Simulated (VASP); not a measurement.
Wanted: the native input for a VASP 6.6.1 run.

```yaml
Task: relaxation of cell and atoms
Functional: PBE
Potentials_or_basis: VASP PAW PBE potentials, release 64 (Zn, Se, S)
Cutoff: 600 eV
k_mesh: 4 × 4 × 2
Occupations: gaussian, width 0.1 eV
Spin: no spin polarisation
Dipole_correction: no
Further_INCAR_settings: ALGO = Normal; EDIFF = 1e-06; IBRION = 2; EDIFFG = -0.025; NSW = 80; ISIF = 3
```

The structure of Zn4SeS3 lies in POSCAR:

```
Zn4SeS3
1.0
    3.9596143597     -0.0319804860     -0.0765433221
   -0.0319804860      3.9873558177     -0.0566410224
   -0.2163982821     -0.1601318000     10.9161249178
Zn Se S
4 1 3
Direct
    0.4904805212      0.0505440055      0.8900522753
   -0.0380478302      0.4653035348      0.1302560296
    0.5024536986      0.0058822159      0.3469865234
    0.0468055295      0.4693932894      0.6263780355
    0.0219673528     -0.0190596827      0.5153117444
    0.0674565138      0.0442999076     -0.0151377482
    0.4636577908      0.4955454253      0.2366828791
    0.4452264236      0.4880913042      0.7694702609
```

The input as run:

INCAR

```
PREC = Accurate
ENCUT = 600
EDIFF = 1E-6
ISMEAR = 0
SIGMA = 0.1
LREAL = False
LASPH = True
NELM = 100
ALGO = Normal
ISIF = 3
LWAVE = False
LCHARG = False
GGA = PE
IBRION = 2
NSW = 80
EDIFFG = -0.025
```

KPOINTS

```
Automatic mesh
0
Gamma
  4 4 2
```

Potentials or basis: VASP PAW PBE potentials, release 64 (Zn, Se, S).

Command:

```sh
$ cat potpaw_PBE.64/Zn/POTCAR potpaw_PBE.64/Se/POTCAR potpaw_PBE.64/S/POTCAR > POTCAR
$ mpirun -np 1 vasp_std > vasp.out
```

Results of the run:

| Item | Value |
| --- | --- |
| Relaxed volume | 21.06 Å³/atom |
| Relaxed cell | a = 3.916 Å, b = 3.917 Å, c = 10.986 Å, α = 90.00°, β = 89.98°, γ = 90.00° |
| Space group after relaxing (to 0.1 Å) | P-4m2 (No. 115) |
| Energy gained by relaxing | 266.0 meV/atom |
| Ionic steps | 20 |
| Pressure after relaxing | 0.0 GPa |
| Largest force after relaxing | 0.024 eV/Å |
| Band gap on the k mesh | 1.69 eV |

Run time: 15 min on 1 thread of Intel(R) Xeon(R) 6975P-C (Granite Rapids), on a shared host, peak memory 0.4 GiB.
